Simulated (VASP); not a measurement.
Runs of VASP 6.6.1 on Sn. The structure is that of space group Im-3m (No. 229), or close to it. The cells are those of the table. 

```tsv
task	cell	cutoff (eV)	gap on the mesh (eV)	pressure (GPa)
relaxation of cell and atoms	relaxed from a = 3.282 Å, angles 109.5°, 1 atom	600	none	0.0
single point	a = 3.205 Å, angles 109.5°, 1 atom	520	none	0.1
single point	a = 3.130 Å, angles 109.5°, 1 atom	520	none	5.0
relaxation of cell and atoms	relaxed to 20 GPa from a = 3.282 Å, angles 109.5°, 1 atom	600	none	20.0
single point	a = 2.998 Å, angles 109.5°, 1 atom	520	none	(a)
```

Alike in all rows: level LDA; potentials or basis VASP PAW LDA potentials, release 64 (Sn_d); no spin polarisation; k mesh 12 × 12 × 12; smearing methfessel-paxton 0.1 eV.

Q: Fill in the values left out.

A: (a) 20.2.

Caveats: spin-orbit coupling is left out, which moves the levels of the heavy elements; the cell is relaxed towards a set pressure, so the enthalpy falls and the energy may rise (some runs).

A k mesh can miss the band edges, and the runs leave out spin-orbit coupling on Sn.

A gap of «none» marks levels without a gap at the run's occupations.
